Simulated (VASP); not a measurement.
Wanted: the native input for a VASP 6.6.1 run.

```
Task                   : single point
Functional             : PBE
Potentials or basis    : VASP PAW PBE potentials, release 64 (Eu, Se)
Cutoff                 : 520 eV
k mesh                 : 8 × 8 × 8
Occupations            : gaussian, width 0.05 eV
Spin                   : collinear spin, ferromagnetic start
Starting moments       : [7.1, 0.0, 0.0] μB
Dipole correction      : no
Further INCAR settings : ALGO = Normal; EDIFF = 1e-06; NBANDS = 26
```

The structure of EuSe2 lies in POSCAR:

```
EuSe2
1.0
    0.0000000000      3.4991617134      3.4991617134
    3.4991617134      0.0000000000      3.4991617134
    3.4991617134      3.4991617134      0.0000000000
Eu Se
1 2
Direct
    0.0000000000      0.0000000000      0.0000000000
    0.2500000000      0.2500000000      0.2500000000
    0.7500000000      0.7500000000      0.7500000000
```

One way to write it, as run:

INCAR

```
SYSTEM = EuSe2
ALGO = Normal
EDIFF = 1E-6
ENCUT = 520
GGA = PE
ISIF = 2
ISMEAR = 0
ISPIN = 2
LASPH = .TRUE.
LCHARG = .TRUE.
LELF = .TRUE.
LMAXMIX = 6
LORBIT = 11
LREAL = .FALSE.
LVHAR = .TRUE.
LWAVE = .FALSE.
MAGMOM = 7.1 0 0
NBANDS = 26
NELM = 150
PREC = Accurate
SIGMA = 0.05
```

KPOINTS

```
k-points
0
G
  8 8 8
  0 0 0
```

Potentials or basis: VASP PAW PBE potentials, release 64 (Eu, Se).

Command:

```sh
$ cat potpaw_PBE.64/Eu/POTCAR potpaw_PBE.64/Se/POTCAR > POTCAR
$ mpirun -np 1 vasp_std > vasp.out
```

It gave:

```
Pressure                                              : 0.0 GPa
Net moment                                            : 6.26 μB per cell
Site moments                                          : Eu +6.31; Se -0.10 μB
Valence electrons inside the program's atomic spheres : Eu 14.61; Se 3.80
```

Caveat: a cell with one magnetic atom can't hold antiferromagnetic order, which such compounds often take.

It took 4.3 min on 1 thread of Intel(R) Xeon(R) Platinum 8488C (Sapphire Rapids) (shared host), peak memory 0.36 GiB.
